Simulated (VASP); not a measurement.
# HfB3N (Pm-3m) in VASP: single point with PBE

Aim: the single point of HfB3N with PBE.

Program: VASP 6.6.1. These are calculated values, not measurements. Logs are shortened: lines on timing, memory, paths and dates and some standing lists are left out, and cuts for length are marked.

## (1) The cell of the first run

The structure is cubic, space group Pm-3m (No. 221). The conventional cell has a = 4.460 Å, b = 4.460 Å, c = 4.460 Å, α = 90.00°, β = 90.00°, γ = 90.00°. Hf (site symmetry m-3m) has 6 B at 2.23 Å within 2.9 Å. Within 2.9 Å of B (site symmetry 4/mmm) lie 2 Hf at 2.23 Å. N (site symmetry m-3m) has 12 B at 3.15 Å and 8 Hf at 3.86 Å within 4.1 Å.

## (2) Single point, PBE

Input file INCAR:

```
SYSTEM = HfB3N
PREC = Accurate
ENCUT = 520
EDIFF = 1E-6
ISMEAR = 0
SIGMA = 0.1
LREAL = .False.
LASPH = .True.
NELM = 100
ALGO = Normal
ISIF = 2
LWAVE = .False.
LCHARG = .False.
GGA = PE
NBANDS = 20
```

Input file KPOINTS:

```
Automatic mesh
0
Gamma
  8 8 8
  0 0 0
```

Input file POSCAR:

```
HfB3N
1.0
    4.4601543396      0.0000000000      0.0000000000
    0.0000000000      4.4601543396      0.0000000000
    0.0000000000      0.0000000000      4.4601543396
Hf B N
1 3 1
Direct
    0.0000000000      0.0000000000      0.0000000000
    0.0000000000      0.0000000000      0.5000000000
    0.5000000000      0.0000000000      0.0000000000
    0.0000000000      0.5000000000      0.0000000000
    0.5000000000      0.5000000000      0.5000000000
```

Potentials or basis: VASP PAW PBE potentials, release 64 (Hf_pv, B, N).

The run is started by

```bash
$ cat potpaw_PBE.64/Hf_pv/POTCAR potpaw_PBE.64/B/POTCAR potpaw_PBE.64/N/POTCAR > POTCAR
$ mpirun -np 1 vasp_std > vasp.out
```

OUTCAR:

```text
SYSTEM = HfB3N
   PREC = Accurate
   ENCUT = 520
   EDIFF = 1E-6
   ISMEAR = 0
   LREAL = .False.
   LASPH = .True.
   NELM = 100
   ISIF = 2
   GGA = PE

 ion  position               nearest neighbor table
   1  0.000  0.000  0.000-   2 2.23   3 2.23   4 2.23   2 2.23   4 2.23   3 2.23
   2  0.000  0.000  0.500-   1 2.23   1 2.23
   3  0.500  0.000  0.000-   1 2.23   1 2.23
   4  0.000  0.500  0.000-   1 2.23   1 2.23
   5  0.500  0.500  0.500-

  LATTYP: Found a simple cubic cell.
 ALAT       =     4.4601543396

  Lattice vectors:

 A1 = (   4.4601543396,   0.0000000000,   0.0000000000)
 A2 = (   0.0000000000,   4.4601543396,   0.0000000000)
 A3 = (   0.0000000000,   0.0000000000,   4.4601543396)

Analysis of symmetry for initial positions (statically):
=====================================================================
 Subroutine PRICEL returns:
 Original cell was already a primitive cell.

 Routine SETGRP: Setting up the symmetry group for a
 simple cubic supercell.

 Subroutine GETGRP returns: Found 48 space group operations
 (whereof 48 operations were pure point group operations)
 out of a pool of 48 trial point group operations.

The static configuration has the point symmetry O_h .

Analysis of symmetry for dynamics (positions and initial velocities):
=====================================================================
 Subroutine PRICEL returns:
 Original cell was already a primitive cell.

 Routine SETGRP: Setting up the symmetry group for a
 simple cubic supercell.

 Subroutine GETGRP returns: Found 48 space group operations
 (whereof 48 operations were pure point group operations)
 out of a pool of 48 trial point group operations.

The dynamic configuration has the point symmetry O_h .

 Subroutine INISYM returns: Found 48 space group operations
 (whereof 48 operations are pure point group operations),
 and found     1 'primitive' translations

----------------------------------------------------------------------------------------

                                     Primitive cell

  volume of cell :      88.7257

  direct lattice vectors                    reciprocal lattice vectors
     4.460154340  0.000000000  0.000000000     0.224207488  0.000000000  0.000000000
     0.000000000  4.460154340  0.000000000     0.000000000  0.224207488  0.000000000
     0.000000000  0.000000000  4.460154340     0.000000000  0.000000000  0.224207488

  length of vectors
     4.460154340  4.460154340  4.460154340     0.224207488  0.224207488  0.224207488

  position of ions in fractional coordinates (direct lattice)
     0.000000000  0.000000000  0.000000000
     0.000000000  0.000000000  0.500000000
     0.500000000  0.000000000  0.000000000
     0.000000000  0.500000000  0.000000000
     0.500000000  0.500000000  0.500000000

  ion indices of the primitive-cell ions
   primitive index   ion index
                 1           1
                 2           2
                 3           3
                 4           4
                 5           5

----------------------------------------------------------------------------------------

 KPOINTS: Automatic mesh

Automatic generation of k-mesh.
 Grid dimensions read from file:
 generate k-points for:    8    8    8

 Generating k-lattice:

  Cartesian coordinates                     Fractional coordinates (reciprocal lattice)
     0.028025936  0.000000000  0.000000000     0.125000000  0.000000000  0.000000000
     0.000000000  0.028025936  0.000000000     0.000000000  0.125000000  0.000000000
     0.000000000  0.000000000  0.028025936     0.000000000  0.000000000  0.125000000

  Length of vectors
     0.028025936  0.028025936  0.028025936

  Shift w.r.t. Gamma in fractional coordinates (k-lattice)
     0.000000000  0.000000000  0.000000000

 Subroutine IBZKPT returns following result:
 ===========================================

 Found     35 irreducible k-points:

 Following reciprocal coordinates:
            Coordinates               Weight
  0.000000  0.000000  0.000000      1.000000
  0.125000  0.000000  0.000000      6.000000
  0.250000  0.000000  0.000000      6.000000
  0.375000  0.000000  0.000000      6.000000
  0.500000  0.000000  0.000000      3.000000
  0.125000  0.125000  0.000000     12.000000
[... 16 lines left out ...]
  0.375000  0.375000  0.125000     24.000000
  0.500000  0.375000  0.125000     24.000000
 [... further k-points ...]
   k-points           NKPTS =     35   k-points in BZ     NKDIM =     35   number of bands    NBANDS=     20
   number of dos      NEDOS =    301   number of ions     NIONS =      5
   total plane-waves  NPLWV =  46656
   dimension x,y,z NGX =    36 NGY =   36 NGZ =   36
   dimension x,y,z NGXF=    72 NGYF=   72 NGZF=   72
   ions per type =               1   3   1
   NGX,Y,Z   is equivalent  to a cutoff of  13.42, 13.42, 13.42 a.u.
   NGXF,Y,Z  is equivalent  to a cutoff of  26.84, 26.84, 26.84 a.u.
 SYSTEM =  HfB3N
   PREC   = accura    normal or accurate (medium, high low for compatibility)
   ISTART =      0    job   : 0-new  1-cont  2-samecut
   ICHARG =      2    charge: 1-file 2-atom 10-const
   ISPIN  =      1    spin polarized calculation?
   LNONCOLLINEAR =      F non collinear calculations
   LSORBIT =      F    spin-orbit coupling
   LASPH  =      T    aspherical Exc in radial PAW
   ENCUT  =  520.0 eV  38.22 Ry    6.18 a.u.   8.29  8.29  8.29*2*pi/ulx,y,z
   NELM   =    100;   NELMIN=  2; NELMDL= -5     # of ELM steps
   EDIFF  = 0.1E-05   stopping-criterion for ELM
   LREAL  =      F    real-space projection
   EDIFFG = 0.1E-04   stopping-criterion for IOM
   NSW    =      0    number of steps for IOM
   IBRION =     -1    ionic relax: 0-MD 1-quasi-New 2-CG
   NFREE  =      0    steps in history (QN), initial steepest desc. (CG)
   ISIF   =      2    stress and relaxation
   ISYM   =      2    0-nonsym 1-usesym 2-fastsym
   POTIM  = 0.5000    time-step for ionic-motion
   TEBEG  =    0.0;   TEEND  =   0.0 temperature during run
   PSTRESS=    0.0 pullay stress
   NELECT =      24.0000    total number of electrons
   NUPDOWN=      -1.0000    fix difference up-down
   EMIN   =  10.00;   EMAX   =-10.00  energy-range for DOS
   EFERMI =   0.00;   METHOD = LEGACY
   ISMEAR =     0;   SIGMA  =   0.10  broadening in eV -4-tet -1-fermi 0-gaus
   EFERMI_NEDOS =   21; number of points for ismear=-14 and -15
   IALGO  =     38    algorithm
   IMIX   =      4    mixing-type and parameters
     AMIX     =   0.40;   BMIX     =  1.00
     AMIX_MAG =   1.60;   BMIX_MAG =  1.00
  volume/ion in A,a.u.               =      17.75       119.75
  Fermi-wavevector in a.u.,A,eV,Ry     =   1.058755  2.000756 15.251608  1.120962
  Thomas-Fermi vector in A             =   2.194076
   LORBIT       =      0    0 simple, 1 ext, 2 COOP (PROOUT), +10 PAW based schemes
   GGA     = PE    functional components
   LHFCALC =     F    Hartree Fock is set to
   AEXX    =    0.0000 exact exchange contribution
   IVDW    =     0    specifies the selected vdW correction
   LEPSILON=     F    determine dielectric tensor
   LRPA    =     F    only Hartree local field effects (RPA)
 non-spin polarized calculation
 Gauss-broadening in eV      SIGMA  =   0.10
  energy-cutoff  :      520.00
  volume of cell :       88.73
 maximum number of plane-waves:      2440
 NGX is ok and might be reduce to    36
   NGX = 17   NGY = 17   NGZ = 17

 number of electron      23.9999997 magnetization

 Free energy of the ion-electron system (eV)
  ---------------------------------------------------
  ext. energy  EPLUGINS =         0.00000000
  ---------------------------------------------------
  free energy    TOTEN  =       -23.10660379 eV

  energy without entropy =      -23.08432665  energy(sigma->0) =      -23.09546522

 E-fermi :   0.5864     XC(G=0):  -9.1752

 val. band max:        0.5639630339   @ k =   0.5000   0.3750   0.0000
 cond. band min:       0.5979344368   @ k =   0.3750   0.3750   0.2500
 fundamental gap:      0.0339714029
 Fermi energy:         0.5864128421

 k-point     1 :       0.0000    0.0000    0.0000
  band No.  band energies     occupation
      1     -28.6960      2.00000
      2     -28.6960      2.00000
      3     -28.6960      2.00000
      4     -11.4811      2.00000
      5      -6.7993      2.00000
      6      -4.4376      2.00000
[... 12 lines left out ...]
     19       3.2765      0.00000
     20       4.5949      0.00000

 k-point     2 :       0.1250    0.0000    0.0000
  band No.  band energies     occupation
      1     -28.6966      2.00000
      2     -28.6957      2.00000
      3     -28.6957      2.00000
      4     -11.4654      2.00000
      5      -6.7533      2.00000
      6      -4.4248      2.00000
[... 12 lines left out ...]
     19       3.9835      0.00000
     20       4.1572      0.00000

 k-point     3 :       0.2500    0.0000    0.0000
  band No.  band energies     occupation
      1     -28.6980      2.00000
      2     -28.6952      2.00000
      3     -28.6952      2.00000
      4     -11.4268      2.00000
      5      -6.6530      2.00000
      6      -4.3830      2.00000
[... 12 lines left out ...]
     19       4.1029      0.00000
     20       4.1029      0.00000

 k-point     4 :       0.3750    0.0000    0.0000
  band No.  band energies     occupation
      1     -28.6995      2.00000
      2     -28.6946      2.00000
      3     -28.6946      2.00000
      4     -11.3875      2.00000
      5      -6.5740      2.00000
      6      -4.3430      2.00000
[... 429 lines left out ...]
 k-point    23 :       0.3750    0.3750    0.1250
  band No.  band energies     occupation
      1     -28.6978      2.00000
      2     -28.6978      2.00000
      3     -28.6939      2.00000
      4     -11.3310      2.00000
      5      -5.7297      2.00000
      6      -4.1401      2.00000
[... 12 lines left out ...]
     19       4.7108      0.00000
     20       7.0781      0.00000

 k-point    24 :       0.5000    0.3750    0.1250
  band No.  band energies     occupation
      1     -28.6984      2.00000
      2     -28.6976      2.00000
      3     -28.6936      2.00000
      4     -11.3227      2.00000
      5      -5.5726      2.00000
      6      -4.0813      2.00000
[... 12 lines left out ...]
     19       4.8611      0.00000
     20       7.1321      0.00000

 [... further k-points ...]

------------------------ aborting loop because EDIFF is reached ----------------------------------------

  FORCE on cell =-STRESS in cart. coord.  units (eV):
  Direction    XX          YY          ZZ          XY          YZ          ZX
  --------------------------------------------------------------------------------------
  -------------------------------------------------------------------------------------
  Total        0.3072096      0.3072096      0.3072096      0.0000000     -0.0000000     -0.0000000
  in kB        5.5474795      5.5474795      5.5474795      0.0000000     -0.0000000     -0.0000000
  external PRESSURE =       5.5474795 kB  Pullay stress =       0.0000000 kB

 VOLUME and BASIS-vectors are now :
 -----------------------------------------------------------------------------
  energy-cutoff  :      520.00
  volume of cell :       88.73
      direct lattice vectors                 reciprocal lattice vectors
     4.460154340  0.000000000  0.000000000     0.224207488  0.000000000  0.000000000
     0.000000000  4.460154340  0.000000000     0.000000000  0.224207488  0.000000000
     0.000000000  0.000000000  4.460154340     0.000000000  0.000000000  0.224207488

 POSITION                                       TOTAL-FORCE (eV/Angst)
 -----------------------------------------------------------------------------------
      0.00000      0.00000      0.00000         0.000000      0.000000      0.000000
      0.00000      0.00000      2.23008         0.000000      0.000000      0.000000
      2.23008      0.00000      0.00000         0.000000      0.000000      0.000000
      0.00000      2.23008      0.00000         0.000000      0.000000      0.000000
      2.23008      2.23008      2.23008         0.000000      0.000000      0.000000
 -----------------------------------------------------------------------------------
    total drift:                                0.000000      0.000000      0.000000

  FREE ENERGIE OF THE ION-ELECTRON SYSTEM (eV)
  ---------------------------------------------------
  free  energy   TOTEN  =       -23.1066037899 eV

  energy  without entropy=      -23.0843266518  energy(sigma->0) =      -23.09546522
```

It took 1.9 min on 1 thread of AMD EPYC 7R43 (Zen 3), shared host; peak memory 0.19 GiB.

Results:

- Free energy: -23.1066 eV
- Pressure: 0.6 GPa
- Band gap on the k mesh: zero (band 12 reaches 1.68 eV, above the bottom of band 13 at -1.02 eV)

Caveat: spin-orbit coupling is left out, which moves the levels of the heavy elements.
